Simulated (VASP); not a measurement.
# Ti2As2S (P-3m1) in VASP: a series of runs, part 2 of 2

VASP 6.6.1.

### Step 4. Single point, PBE, collinear spin

This run uses another cell than the first one, of 18.78 Å³/atom.

INCAR reads:

```
SYSTEM = Ti2As2S
  PREC = Accurate
  ENCUT = 500
  EDIFF = 1E-6
  ISMEAR = 0
  SIGMA = 0.1
  LREAL = .FALSE.
  LASPH = .TRUE.
  NELM = 200
  ALGO = Normal
  ISIF = 2
  LWAVE = .FALSE.
  LCHARG = .FALSE.
  ISPIN = 2
  MAGMOM = 1 1 0 0 0
  LORBIT = 11
  LMAXMIX = 4
  GGA = PE
  NBANDS = 32
  GGA_COMPAT = .FALSE.
```

KPOINTS reads:

```
Automatic mesh
0
G
  6 6 4
  0 0 0
```

POSCAR reads:

```
Ti2As2S
1.0
    3.4166917468      0.0000000000      0.0000000000
   -1.7083458734      2.9589418496      0.0000000000
    0.0000000000      0.0000000000      9.2871155847
Ti As S
2 2 1
Direct
    0.3333333333      0.6666666667      0.8440065206
    0.6666666667      0.3333333333      0.1559934794
    0.3333333333      0.6666666667      0.3385730391
    0.6666666667      0.3333333333      0.6614269609
    0.0000000000      0.0000000000      0.0000000000
```

Potentials or basis: VASP PAW PBE potentials, release 64 (Ti_sv, As, S).

Run with:

```console
$ cat potpaw_PBE.64/Ti_sv/POTCAR potpaw_PBE.64/As/POTCAR potpaw_PBE.64/S/POTCAR > POTCAR
$ mpirun -np 1 vasp_std > vasp.out
```

OUTCAR:

```text
SYSTEM = Ti2As2S
   PREC = Accurate
   ENCUT = 500
   EDIFF = 1E-6
   ISMEAR = 0
   LREAL = .FALSE.
   LASPH = .TRUE.
   NELM = 200
   ISIF = 2
   ISPIN = 2
   LORBIT = 11
   GGA = PE

 ion  position               nearest neighbor table
   1  0.333  0.667  0.844-   5 2.45   5 2.45   5 2.45   4 2.60   4 2.60   4 2.60
   2  0.667  0.333  0.156-   5 2.45   5 2.45   5 2.45   3 2.60   3 2.60   3 2.60
   3  0.333  0.667  0.339-   2 2.60   2 2.60   2 2.60
   4  0.667  0.333  0.661-   1 2.60   1 2.60   1 2.60
   5  0.000  0.000  0.000-   1 2.45   2 2.45   1 2.45   2 2.45   2 2.45   1 2.45

  LATTYP: Found a hexagonal cell.
 ALAT       =     3.4166917468
 C/A-ratio  =     2.7181602184

  Lattice vectors:

 A1 = (   3.4166917468,   0.0000000000,   0.0000000000)
 A2 = (  -1.7083458734,   2.9589418496,   0.0000000000)
 A3 = (   0.0000000000,   0.0000000000,   9.2871155847)

Analysis of symmetry for initial positions (statically):
=====================================================================
 Subroutine PRICEL returns:
 Original cell was already a primitive cell.

 Routine SETGRP: Setting up the symmetry group for a
 hexagonal supercell.

 Subroutine GETGRP returns: Found 12 space group operations
 (whereof 12 operations were pure point group operations)
 out of a pool of 24 trial point group operations.

The static configuration has the point symmetry D_3d.

Analysis of symmetry for dynamics (positions and initial velocities):
=====================================================================
 Subroutine PRICEL returns:
 Original cell was already a primitive cell.

 Routine SETGRP: Setting up the symmetry group for a
 hexagonal supercell.

 Subroutine GETGRP returns: Found 12 space group operations
 (whereof 12 operations were pure point group operations)
 out of a pool of 24 trial point group operations.

The dynamic configuration has the point symmetry D_3d.

[... 166 lines left out ...]
 E-fermi :   6.5313     XC(G=0): -10.5926

 val. band max:        6.4792677231   @ k =   0.0000   0.3333   0.2500
 cond. band min:       6.5467297274   @ k =   0.1667   0.0000   0.0000
 fundamental gap:      0.0674620042
 Fermi energy:         6.5312551737

 spin component 1

 k-point     1 :       0.0000    0.0000    0.0000
  band No.  band energies     occupation
      1     -50.6564      1.00000
      2     -50.6491      1.00000
      3     -27.0055      1.00000
      4     -26.9211      1.00000
      5     -26.8888      1.00000
      6     -26.8888      1.00000
[... 829 lines left out ...]
     31      13.9764      0.00000
     32      14.0180      0.00000
 Fermi energy:         6.5312551737

 spin component 2

 k-point     1 :       0.0000    0.0000    0.0000
  band No.  band energies     occupation
      1     -50.6562      1.00000
      2     -50.6489      1.00000
      3     -27.0053      1.00000
      4     -26.9209      1.00000
      5     -26.8886      1.00000
      6     -26.8886      1.00000
[... 829 lines left out ...]
     31      13.9738      0.00000
     32      14.0181      0.00000

------------------------ aborting loop because EDIFF is reached ----------------------------------------

  FORCE on cell =-STRESS in cart. coord.  units (eV):
  Direction    XX          YY          ZZ          XY          YZ          ZX
  --------------------------------------------------------------------------------------
  -------------------------------------------------------------------------------------
  Total        0.0950094      0.0950094      0.0844916      0.0000000      0.0000000      0.0000000
  in kB        1.6212648      1.6212648      1.4417868      0.0000000      0.0000000      0.0000000
  external PRESSURE =       1.5614388 kB  Pullay stress =       0.0000000 kB

 VOLUME and BASIS-vectors are now :
 -----------------------------------------------------------------------------
  energy-cutoff  :      500.00
  volume of cell :       93.89
      direct lattice vectors                 reciprocal lattice vectors
     3.416691747  0.000000000  0.000000000     0.292680778  0.168979326  0.000000000
    -1.708345873  2.958941850  0.000000000     0.000000000  0.337958652  0.000000000
     0.000000000  0.000000000  9.287115585     0.000000000  0.000000000  0.107676058

 POSITION                                       TOTAL-FORCE (eV/Angst)
 -----------------------------------------------------------------------------------
     -0.00000      1.97263      7.83839        -0.000000      0.000000      0.013344
      1.70835      0.98631      1.44873        -0.000000      0.000000     -0.013344
     -0.00000      1.97263      3.14437        -0.000000      0.000000      0.019243
      1.70835      0.98631      6.14275         0.000000     -0.000000     -0.019243
      0.00000      0.00000      0.00000         0.000000      0.000000      0.000000
 -----------------------------------------------------------------------------------
    total drift:                               -0.000000      0.000000      0.000000

  FREE ENERGIE OF THE ION-ELECTRON SYSTEM (eV)
  ---------------------------------------------------
  free  energy   TOTEN  =       -32.6283185649 eV

  energy  without entropy=      -32.6128831963  energy(sigma->0) =      -32.62060088

 total charge

# of ion       s       p       d       tot
------------------------------------------
    1        2.171   6.130   1.982  10.283
    2        2.171   6.130   1.982  10.283
    3        1.284   1.401   0.034   2.718
    4        1.284   1.401   0.034   2.718
    5        1.320   2.471   0.000   3.791
--------------------------------------------------
tot          8.231  17.533   4.030  29.794

 magnetization (x)

# of ion       s       p       d       tot
------------------------------------------
    1        0.000   0.000   0.000   0.000
    2        0.000   0.000   0.000   0.000
    3       -0.000  -0.000   0.000  -0.000
    4       -0.000  -0.000   0.000  -0.000
    5       -0.000  -0.000   0.000  -0.000
--------------------------------------------------
tot         -0.000  -0.000   0.000   0.000
```

stdout:

```text
POSCAR found type information on POSCAR TiAsS
 POSCAR found :  3 types and       5 ions
 scaLAPACK will be used
 LDA part: xc-table for (Slater+PW92), standard interpolation
 POSCAR, INCAR and KPOINTS ok, starting setup
 FFT: planning ... GRIDC
 FFT: planning ... GRID_SOFT
 FFT: planning ... GRID
 WAVECAR not read
 entering main loop
```

Wall time 3.8 min (1 thread of Intel Xeon 6975P-C (Granite Rapids), shared host); peak memory 0.33 GiB.

What came out:

```
Free energy                                           : -32.6283 eV
Pressure                                              : 0.2 GPa
Largest force                                         : 0.019 eV/Å
Band gap on the k mesh                                : zero (filled and empty bands overlap)
Net moment                                            : 0.00 μB per cell
Valence electrons inside the program's atomic spheres : Ti 10.28; As 2.72; S 3.79
```

Forces on the atoms (eV/Å):
```
Ti   0.000  0.000  0.013
Ti   0.000  0.000 -0.013
As   0.000  0.000  0.019
As   0.000  0.000 -0.019
S    0.000  0.000  0.000
```

Levels at points of the mesh, in eV from the Fermi level:
Spin up:
```tsv
k point	band 16	band 17	band 18	band 19	band 20	band 21	band 22	band 23	band 24	band 25
(0.00, 0.00, 0.00)	-0.62	-0.62	-0.16	0.09	0.09	0.20	1.01	1.01	1.53	1.53
(0.50, 0.00, 0.00)	-3.52	-2.00	-1.24	-0.61	-0.47	-0.10	0.70	1.71	1.77	2.09
(0.00, 0.00, 0.50)	-1.98	-0.60	-0.60	0.10	0.10	0.88	1.01	1.01	1.19	1.43
(0.50, 0.00, 0.50)	-3.48	-2.53	-0.98	-0.62	-0.51	0.16	0.54	1.71	1.75	2.06
```
Spin down:
```tsv
k point	band 18	band 19	band 20	band 21	band 22	band 23
(0.00, 0.00, 0.00)	-0.16	0.09	0.09	0.20	1.01	1.01
(0.50, 0.00, 0.00)	-1.24	-0.61	-0.47	-0.10	0.70	1.71
(0.00, 0.00, 0.50)	-0.60	0.10	0.10	0.88	1.01	1.01
(0.50, 0.00, 0.50)	-0.98	-0.62	-0.51	0.16	0.55	1.71
```

Caveat: this functional lacks dispersion, which binds layers or chains, so the pressure and a relaxed spacing across them are unreliable.

### Step 5. Summary

```tsv
task	spin	cell	k mesh	gap on the mesh (eV)	pressure (GPa)	largest force (eV/Å)
relaxation of shape and atoms at fixed volume	off	relaxed from a = 3.377, b = 3.377, c = 8.132 Å, angles 90.0, 90.0, 120.0°, 5 atoms, atomic positions A	12 × 12 × 4	none	15.7	-
relaxation of shape and atoms at fixed volume	off	relaxed from a = 3.425, b = 3.425, c = 8.178 Å, angles 90.0, 90.0, 120.0°, 5 atoms, atomic positions B	12 × 12 × 4	none	10.9	0.01
single point	collinear	a = 3.417, b = 3.417, c = 9.287 Å, angles 90.0, 90.0, 120.0°, 5 atoms, atomic positions C	6 × 6 × 4	none	0.2	0.02
```

Alike in all rows: level PBE; potentials or basis VASP PAW PBE potentials, release 64 (Ti_sv, As, S); cutoff (eV) 500; smearing gaussian 0.1 eV.

Caveats: this functional lacks dispersion, which binds layers or chains, so the pressure and a relaxed spacing across them are unreliable (at least some runs).

Total energies depend on the potentials used, so only differences within one code and one set of settings carry meaning.

The gap in the log of VASP goes by the Fermi energy; the results here count the filled bands.